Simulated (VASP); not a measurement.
# LiCl (I-4c2) in VASP: single point with PBE

Aim: the single point of LiCl with PBE.

Program: VASP 6.6.1. These are calculated values, not measurements. Logs are shortened: lines on timing, memory, paths and dates and some standing lists are left out, and cuts for length are marked.

### Step 1. The cell of the first run

Symmetry: I-4c2, No. 120, tetragonal system. The conventional cell has a = 9.197 Å, b = 9.197 Å, c = 6.289 Å, α = 90.00°, β = 90.00°, γ = 90.00°. Li (site symmetry -4) has 4 Cl at 2.40 Å and 2 Li at 3.14 Å within 3.2 Å. Li (site symmetry 2) has 4 Cl at 2.35 to 2.61 Å within 3.1 Å. Within 3.2 Å of Cl (site symmetry -4) lie 4 Li at 2.35 Å and 2 Cl at 3.14 Å. Cl (site symmetry 2) has 4 Li at 2.40 to 2.61 Å within 3.2 Å.

The cell was built from a structure type or drawn by symmetry, and may not be a known phase.

### Step 2. Single point, PBE

The input, INCAR:

```
SYSTEM = LiCl
ALGO     = Normal         ! electronic algorithm
EDIFF    = 1E-6           ! SCF threshold, eV
ENCUT    = 520            ! plane-wave cutoff, eV
GGA      = PE             ! functional
ISIF     = 2              ! what is computed and relaxed
ISMEAR   = 0              ! smearing method
LASPH    = .TRUE.         ! aspherical terms in the spheres
LCHARG   = .TRUE.         ! write CHGCAR
LELF     = .TRUE.         ! ELF
LREAL    = .FALSE.        ! projectors in reciprocal space
LVHAR    = .TRUE.       
LWAVE    = .FALSE.        ! write WAVECAR
NBANDS   = 42             ! bands
NELM     = 60             ! most SCF steps
PREC     = Accurate       ! precision mode
SIGMA    = 0.02           ! smearing width, eV
```

The input, KPOINTS:

```
k-points
0
G
  6 6 6
  0 0 0
```

The input, POSCAR:

```
LiCl
1.0
   -4.5984328399      4.5984328399      3.1446435996
    4.5984328399     -4.5984328399      3.1446435996
    4.5984328399      4.5984328399     -3.1446435996
Li Cl
6 6
Direct
    0.5000000000      0.5000000000      0.0000000000
    0.0000000000      0.0000000000      0.0000000000
    0.1339780464      0.3660219536      0.5000000000
    0.8660219536      0.6339780464      0.5000000000
    0.6339780464      0.1339780464      0.7679560928
    0.3660219536      0.8660219536      0.2320439072
    0.2500000000      0.7500000000      0.5000000000
    0.7500000000      0.2500000000      0.5000000000
    0.1103510999      0.1103510999      0.7207021999
    0.3896489001      0.3896489001      0.2792978001
    0.6103510999      0.8896489001      0.0000000000
    0.8896489001      0.6103510999      0.0000000000
```

Potentials or basis: VASP PAW PBE potentials, release 64 (Li_sv, Cl).

Launch:

```
> cat potpaw_PBE.64/Li_sv/POTCAR potpaw_PBE.64/Cl/POTCAR > POTCAR
> mpirun -np 1 vasp_std > vasp.out
```

OUTCAR:

```text
SYSTEM = LiCl
   EDIFF = 1E-6
   ENCUT = 520
   GGA = PE
   ISIF = 2
   ISMEAR = 0
   LASPH = .TRUE.
   LREAL = .FALSE.
   NELM = 60
   PREC = Accurate

 ion  position               nearest neighbor table
   1  0.500  0.500  0.000-  10 2.40   9 2.40  11 2.40  12 2.40
   2  0.000  0.000  0.000-   9 2.40  10 2.40  11 2.40  12 2.40
   3  0.134  0.366  0.500-   7 2.35   8 2.35   9 2.61  10 2.61
   4  0.866  0.634  0.500-   7 2.35   8 2.35   9 2.61  10 2.61
   5  0.634  0.134  0.768-   8 2.35   7 2.35  12 2.61  11 2.61
   6  0.366  0.866  0.232-   7 2.35   8 2.35  12 2.61  11 2.61
   7  0.250  0.750  0.500-   6 2.35   5 2.35   3 2.35   4 2.35
   8  0.750  0.250  0.500-   5 2.35   6 2.35   3 2.35   4 2.35
   9  0.110  0.110  0.721-   2 2.40   1 2.40   4 2.61   3 2.61
  10  0.390  0.390  0.279-   1 2.40   2 2.40   4 2.61   3 2.61
  11  0.610  0.890  0.000-   1 2.40   2 2.40   5 2.61   6 2.61
  12  0.890  0.610  0.000-   1 2.40   2 2.40   5 2.61   6 2.61

  LATTYP: Found a body centered tetragonal cell.
 ALAT       =     9.1968656798
 C/A-ratio  =     0.6838511530

  Lattice vectors:

 A1 = (  -4.5984328399,   4.5984328399,   3.1446435996)
 A2 = (   4.5984328399,  -4.5984328399,   3.1446435996)
 A3 = (   4.5984328399,   4.5984328399,  -3.1446435996)

Analysis of symmetry for initial positions (statically):
=====================================================================
 Subroutine PRICEL returns:
 Original cell was already a primitive cell.

 Routine SETGRP: Setting up the symmetry group for a
 body centered tetragonal supercell.

 Subroutine GETGRP returns: Found  8 space group operations
 (whereof  4 operations were pure point group operations)
 out of a pool of 16 trial point group operations.

The static configuration has the point symmetry S_4 .
 The point group associated with its full space group is D_2d.

Analysis of symmetry for dynamics (positions and initial velocities):
=====================================================================
 Subroutine PRICEL returns:
 Original cell was already a primitive cell.

 Routine SETGRP: Setting up the symmetry group for a
 body centered tetragonal supercell.

 Subroutine GETGRP returns: Found  8 space group operations
 (whereof  4 operations were pure point group operations)
 out of a pool of 16 trial point group operations.

The dynamic configuration has the point symmetry S_4 .
 The point group associated with its full space group is D_2d.

 Subroutine INISYM returns: Found  8 space group operations
 (whereof  4 operations are pure point group operations),
 and found     1 'primitive' translations

----------------------------------------------------------------------------------------

                                     Primitive cell

  volume of cell :     265.9813

  direct lattice vectors                    reciprocal lattice vectors
    -4.598432840  4.598432840  3.144643600     0.000000000  0.108732696  0.159000530
     4.598432840 -4.598432840  3.144643600     0.108732696  0.000000000  0.159000530
     4.598432840  4.598432840 -3.144643600     0.108732696  0.108732696  0.000000000

  length of vectors
     7.223569238  7.223569238  7.223569238     0.192623903  0.192623903  0.153771253

  position of ions in fractional coordinates (direct lattice)
     0.500000000  0.500000000  0.000000000
     0.000000000  0.000000000  0.000000000
     0.133978046  0.366021954  0.500000000
     0.866021954  0.633978046  0.500000000
     0.633978046  0.133978046  0.767956093
     0.366021954  0.866021954  0.232043907
     0.250000000  0.750000000  0.500000000
     0.750000000  0.250000000  0.500000000
     0.110351100  0.110351100  0.720702200
     0.389648900  0.389648900  0.279297800
     0.610351100  0.889648900  0.000000000
     0.889648900  0.610351100  0.000000000

  ion indices of the primitive-cell ions
   primitive index   ion index
                 1           1
                 2           2
                 3           3
                 4           4
                 5           5
                 6           6
                 7           7
                 8           8
                 9           9
                10          10
                11          11
                12          12

----------------------------------------------------------------------------------------

 KPOINTS: k-points

Automatic generation of k-mesh.
 Grid dimensions read from file:
 generate k-points for:    6    6    6

 Generating k-lattice:

  Cartesian coordinates                     Fractional coordinates (reciprocal lattice)
     0.000000000  0.018122116  0.026500088     0.166666667  0.000000000  0.000000000
     0.018122116  0.000000000  0.026500088     0.000000000  0.166666667  0.000000000
     0.018122116  0.018122116  0.000000000     0.000000000  0.000000000  0.166666667

  Length of vectors
     0.032103984  0.032103984  0.025628542

  Shift w.r.t. Gamma in fractional coordinates (k-lattice)
     0.000000000  0.000000000  0.000000000

 Subroutine IBZKPT returns following result:
 ===========================================

 Found     30 irreducible k-points:

 Following reciprocal coordinates:
            Coordinates               Weight
  0.000000  0.000000  0.000000      1.000000
  0.166667  0.000000  0.000000      8.000000
  0.333333  0.000000  0.000000      8.000000
  0.500000 -0.000000  0.000000      4.000000
  0.166667  0.166667  0.000000      8.000000
  0.333333  0.166667  0.000000     16.000000
[... 16 lines left out ...]
 -0.333333 -0.333333  0.166667      8.000000
 -0.166667 -0.333333  0.166667      8.000000
 [... further k-points ...]
   k-points           NKPTS =     30   k-points in BZ     NKDIM =     30   number of bands    NBANDS=     42
   number of dos      NEDOS =    301   number of ions     NIONS =     12
   total plane-waves  NPLWV = 157464
   dimension x,y,z NGX =    54 NGY =   54 NGZ =   54
   dimension x,y,z NGXF=   108 NGYF=  108 NGZF=  108
   ions per type =               6   6
   NGX,Y,Z   is equivalent  to a cutoff of  12.43, 12.43, 12.43 a.u.
   NGXF,Y,Z  is equivalent  to a cutoff of  24.86, 24.86, 24.86 a.u.
 SYSTEM =  LiCl
   PREC   = accura    normal or accurate (medium, high low for compatibility)
   ISTART =      0    job   : 0-new  1-cont  2-samecut
   ICHARG =      2    charge: 1-file 2-atom 10-const
   ISPIN  =      1    spin polarized calculation?
   LNONCOLLINEAR =      F non collinear calculations
   LSORBIT =      F    spin-orbit coupling
   LASPH  =      T    aspherical Exc in radial PAW
   ENCUT  =  520.0 eV  38.22 Ry    6.18 a.u.  13.43 13.43 13.43*2*pi/ulx,y,z
   NELM   =     60;   NELMIN=  2; NELMDL= -5     # of ELM steps
   EDIFF  = 0.1E-05   stopping-criterion for ELM
   LREAL  =      F    real-space projection
   EDIFFG = 0.1E-04   stopping-criterion for IOM
   NSW    =      0    number of steps for IOM
   IBRION =     -1    ionic relax: 0-MD 1-quasi-New 2-CG
   NFREE  =      0    steps in history (QN), initial steepest desc. (CG)
   ISIF   =      2    stress and relaxation
   ISYM   =      2    0-nonsym 1-usesym 2-fastsym
   POTIM  = 0.5000    time-step for ionic-motion
   TEBEG  =    0.0;   TEEND  =   0.0 temperature during run
   PSTRESS=    0.0 pullay stress
   NELECT =      60.0000    total number of electrons
   NUPDOWN=      -1.0000    fix difference up-down
   EMIN   =  10.00;   EMAX   =-10.00  energy-range for DOS
   EFERMI =   0.00;   METHOD = LEGACY
   ISMEAR =     0;   SIGMA  =   0.02  broadening in eV -4-tet -1-fermi 0-gaus
   EFERMI_NEDOS =   21; number of points for ismear=-14 and -15
   IALGO  =     38    algorithm
   IMIX   =      4    mixing-type and parameters
     AMIX     =   0.40;   BMIX     =  1.00
     AMIX_MAG =   1.60;   BMIX_MAG =  1.00
  volume/ion in A,a.u.               =      22.17       149.58
  Fermi-wavevector in a.u.,A,eV,Ry     =   0.996571  1.883246 13.512675  0.993154
  Thomas-Fermi vector in A             =   2.128668
   LORBIT       =      0    0 simple, 1 ext, 2 COOP (PROOUT), +10 PAW based schemes
   GGA     = PE    functional components
   LHFCALC =     F    Hartree Fock is set to
   AEXX    =    0.0000 exact exchange contribution
   IVDW    =     0    specifies the selected vdW correction
   LEPSILON=     F    determine dielectric tensor
   LRPA    =     F    only Hartree local field effects (RPA)
 non-spin polarized calculation
 Gauss-broadening in eV      SIGMA  =   0.02
  energy-cutoff  :      520.00
  volume of cell :      265.98
 maximum number of plane-waves:      7186
 NGX is ok and might be reduce to    54
   NGX = 27   NGY = 27   NGZ = 27

 number of electron      59.9999970 magnetization

 Free energy of the ion-electron system (eV)
  ---------------------------------------------------
  ext. energy  EPLUGINS =         0.00000000
  ---------------------------------------------------
  free energy    TOTEN  =       -43.19836699 eV

  energy without entropy =      -43.19836699  energy(sigma->0) =      -43.19836699

 E-fermi :  -0.2110     XC(G=0):  -7.3603

 val. band max:       -0.3486229073   @ k =   0.0000   0.0000   0.0000
 cond. band min:       3.9594444879   @ k =   0.0000   0.0000   0.0000
 fundamental gap:      4.3080673952
 Fermi energy:        -0.2110330923

 k-point     1 :       0.0000    0.0000    0.0000
  band No.  band energies     occupation
      1     -44.8032      2.00000
      2     -44.8024      2.00000
      3     -44.8018      2.00000
      4     -44.8018      2.00000
      5     -44.6606      2.00000
      6     -44.6555      2.00000
[... 34 lines left out ...]
     41       8.2374      0.00000
     42       8.2723      0.00000

 k-point     2 :       0.1667    0.0000    0.0000
  band No.  band energies     occupation
      1     -44.8031      2.00000
      2     -44.8024      2.00000
      3     -44.8018      2.00000
      4     -44.8018      2.00000
      5     -44.6602      2.00000
      6     -44.6558      2.00000
[... 34 lines left out ...]
     41       8.2346      0.00000
     42       8.2924      0.00000

 k-point     3 :       0.3333    0.0000    0.0000
  band No.  band energies     occupation
      1     -44.8030      2.00000
      2     -44.8025      2.00000
      3     -44.8018      2.00000
      4     -44.8018      2.00000
      5     -44.6593      2.00000
      6     -44.6568      2.00000
[... 34 lines left out ...]
     41       8.3340      0.00000
     42       8.5543      0.00000

 k-point     4 :       0.5000   -0.0000    0.0000
  band No.  band energies     occupation
      1     -44.8028      2.00000
      2     -44.8027      2.00000
      3     -44.8018      2.00000
      4     -44.8018      2.00000
      5     -44.6580      2.00000
      6     -44.6580      2.00000
[... 844 lines left out ...]
     41       8.4901      0.00000
     42       8.6144      0.00000

 k-point    23 :      -0.3333   -0.3333    0.1667
  band No.  band energies     occupation
      1     -44.8029      2.00000
      2     -44.8026      2.00000
      3     -44.8018      2.00000
      4     -44.8018      2.00000
      5     -44.6593      2.00000
      6     -44.6568      2.00000
[... 34 lines left out ...]
     41       8.3862      0.00000
     42       8.5610      0.00000

 k-point    24 :      -0.1667   -0.3333    0.1667
  band No.  band energies     occupation
      1     -44.8028      2.00000
      2     -44.8027      2.00000
      3     -44.8018      2.00000
      4     -44.8018      2.00000
      5     -44.6580      2.00000
      6     -44.6580      2.00000
[... 34 lines left out ...]
     41       8.3232      0.00000
     42       8.4850      0.00000

 [... further k-points ...]
[... 5 lines left out ...]
  --------------------------------------------------------------------------------------
  -------------------------------------------------------------------------------------
  Total       -0.1361943     -0.1361943     -0.1460939      0.0000000     -0.0000000      0.0000000
  in kB       -0.8203861     -0.8203861     -0.8800182      0.0000000     -0.0000000      0.0000000
  external PRESSURE =      -0.8402634 kB  Pullay stress =       0.0000000 kB

 VOLUME and BASIS-vectors are now :
 -----------------------------------------------------------------------------
  energy-cutoff  :      520.00
  volume of cell :      265.98
      direct lattice vectors                 reciprocal lattice vectors
    -4.598432840  4.598432840  3.144643600     0.000000000  0.108732696  0.159000530
     4.598432840 -4.598432840  3.144643600     0.108732696  0.000000000  0.159000530
     4.598432840  4.598432840 -3.144643600     0.108732696  0.108732696  0.000000000

 POSITION                                       TOTAL-FORCE (eV/Angst)
 -----------------------------------------------------------------------------------
      0.00000      0.00000      3.14464        -0.000000      0.000000      0.000000
      0.00000      0.00000      0.00000        -0.000000      0.000000      0.000000
      3.36625      1.23218      0.00000        -0.001085      0.001085      0.000000
      1.23218      3.36625      3.14464         0.001085     -0.001085      0.000000
      1.23218      5.83061      0.00000         0.001085      0.001085     -0.000000
      3.36625     -1.23218      3.14464        -0.001085     -0.001085     -0.000000
      4.59843     -0.00000      1.57232        -0.000000      0.000000      0.000000
     -0.00000      4.59843      1.57232        -0.000000      0.000000      0.000000
      3.31410      3.31410     -1.57232         0.000761      0.000761      0.000000
      1.28433      1.28433      1.57232        -0.000761     -0.000761      0.000000
      1.28433     -1.28433      4.71697        -0.000761      0.000761      0.000000
     -1.28433      1.28433      4.71697         0.000761     -0.000761      0.000000
 -----------------------------------------------------------------------------------
    total drift:                               -0.000000      0.000000      0.000000

  FREE ENERGIE OF THE ION-ELECTRON SYSTEM (eV)
  ---------------------------------------------------
  free  energy   TOTEN  =       -43.1983669872 eV

  energy  without entropy=      -43.1983669872  energy(sigma->0) =      -43.19836699
```

It took 17 min on 1 thread of Intel Xeon 8259CL, shared host; peak memory 0.52 GiB.

Results:

| Property | Result |
| --- | --- |
| Free energy | -43.1984 eV |
| Band gap on the k mesh | 4.31 eV |

Caveat: the cutoff is under 1.25 times the usual one of these potentials, so pressure, stress and relaxed cells hold a basis-set (Pulay) error.
